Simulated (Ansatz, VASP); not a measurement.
## Two plane-wave programs on Mg

```
CELL_PARAMETERS angstrom
3.20930 0.00000 0.00000
-1.60465 2.77934 0.00000
0.00000 0.00000 5.21030
ATOMIC_POSITIONS crystal
Mg 0.33333 0.66667 0.25000
Mg 0.66667 0.33333 0.75000
```

Alike in both runs: task single point; functional LDA; k mesh 6 × 6 × 4; occupations gaussian, width 0.1 eV; no spin polarisation.

|  | VASP | Ansatz |
| --- | --- | --- |
| version | VASP 6.6.1 | Ansatz 0.2.0 |
| potentials or method | VASP PAW LDA potentials, release 64 (Mg), cutoff 520 eV | scalar-relativistic, plane waves, PAW |
| valence electrons in the cell | 4 | 20 |

|  | VASP | Ansatz | Ansatz less VASP |
| --- | --- | --- | --- |
| gap on the k mesh at the Fermi level (eV) | none | none | - |
| pressure (GPa) | -2.8 | -2.5 | +0.31 |
| traceless stress, the component that is largest in VASP (GPa) | -0.09 | -0.10 | -0.007 |

LDA's correlation is that of Perdew and Zunger in VASP and of Perdew and Wang (1992) in Ansatz. A gap of «none» marks a metal or a gap that the smearing closes. VASP's potentials hold 4 valence electrons a cell and Ansatz's 20, so a difference there can come from the potentials and not from the codes.

The k mesh is coarse, so the values compare programs but aren't converged.
